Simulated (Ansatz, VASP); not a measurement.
Given: the input of a run of Ansatz 0.2.0 on ZnSe.

The input input.yaml:

```yaml
crystal:
  lattice:
    - [0.0, 2.8525674344, 2.8525674344]
    - [2.8525674344, 0.0, 2.8525674344]
    - [2.8525674344, 2.8525674344, 0.0]
  atoms:
    - { symbol: Se, position: [0.75, 0.75, 0.75] }
    - { symbol: Zn, position: [0.0, 0.0, 0.0] }
hamiltonian:
  xc: { name: BHLYP }
  pseudopotentials: { kind: paw }
kpoints:
  mp_grid: { grid: [4, 4, 4] }
scf:
  occupations: { method: fermi_dirac, width: 0.05 }
output:
  forces: true
  stress: true
  eigenvalues: true
```

Potentials or basis: Ansatz PAW.

Launch:

```sh
$ ansatz run input.yaml --threads 2 --pin off --max-ram 5632MiB --backend cpu --events-out ev --progress --plain --runs-dir out
```

Q: Set up the same calculation for VASP 6.6.1. Potentials there: VASP PAW PBE potentials, release 64 (Se, Zn).

A: As run (the cutoff follows the program's own potentials):

File POSCAR:

```
ZnSe
1.0
    0.0000000000      2.8525674344      2.8525674344
    2.8525674344      0.0000000000      2.8525674344
    2.8525674344      2.8525674344      0.0000000000
Se Zn
1 1
Direct
    0.7500000000      0.7500000000      0.7500000000
    0.0000000000      0.0000000000      0.0000000000
```

Contents of INCAR.step1:

```
SYSTEM = ZnSe
ALGO     = Normal         ! electronic algorithm
EDIFF    = 1E-5           ! SCF threshold, eV
ENCUT    = 520            ! plane-wave cutoff, eV
GGA      = PE             ! functional
ISIF     = 2              ! what is computed and relaxed
ISMEAR   = -1             ! smearing method
LASPH    = .True.         ! aspherical terms in the spheres
LCHARG   = .False.        ! write CHGCAR
LREAL    = .False.        ! projectors in reciprocal space
LWAVE    = .True.         ! write WAVECAR
NBANDS   = 16             ! bands
NELM     = 60             ! most SCF steps
PREC     = Accurate       ! precision mode
SIGMA    = 0.05           ! smearing width, eV
```

INCAR.step2

```
SYSTEM = ZnSe
AEXX     = 0.5            ! exact-exchange fraction
AGGAC    = 1.0          
AGGAX    = 0.5          
ALDAC    = 0.0          
ALDAX    = 0.5          
ALGO     = Normal         ! electronic algorithm
EDIFF    = 1E-6           ! SCF threshold, eV
ENCUT    = 520            ! plane-wave cutoff, eV
GGA      = B5             ! functional
ISIF     = 2              ! what is computed and relaxed
ISMEAR   = -1             ! smearing method
ISTART   = 1            
LASPH    = .True.         ! aspherical terms in the spheres
LCHARG   = .False.        ! write CHGCAR
LHFCALC  = .True.         ! exact exchange
LREAL    = .False.        ! projectors in reciprocal space
LWAVE    = .False.        ! write WAVECAR
NBANDS   = 16             ! bands
NELM     = 60             ! most SCF steps
PREC     = Accurate       ! precision mode
PRECFOCK = Normal       
SIGMA    = 0.05           ! smearing width, eV
```

KPOINTS

```
k-points
0
Gamma
  4 4 4
  0 0 0
```

Potentials or basis: VASP PAW PBE potentials, release 64 (Se, Zn).

Command:

```bash
$ cat potpaw_PBE.64/Se/POTCAR potpaw_PBE.64/Zn/POTCAR > POTCAR
$ cp INCAR.step1 INCAR
$ mpirun -np 1 vasp_std > vasp.out
$ cp INCAR.step2 INCAR
$ mpirun -np 1 vasp_std > vasp.out
```

Both were run:

|  | VASP | Ansatz | Ansatz less VASP |
| --- | --- | --- | --- |
| gap on the k mesh at the Fermi level (eV) | 4.95 | 4.86 | -0.092 |
| least direct gap on the mesh (eV) | 4.95 | 4.86 | -0.092 |
| pressure (GPa) | 1.5 | 1.9 | +0.38 |

VASP's potentials were made for PBE, not for BHLYP. VASP's potentials hold 18 valence electrons a cell and Ansatz's 28, so a difference there can come from the potentials and not from the codes.

The k mesh is coarse, so the values compare programs but aren't converged.
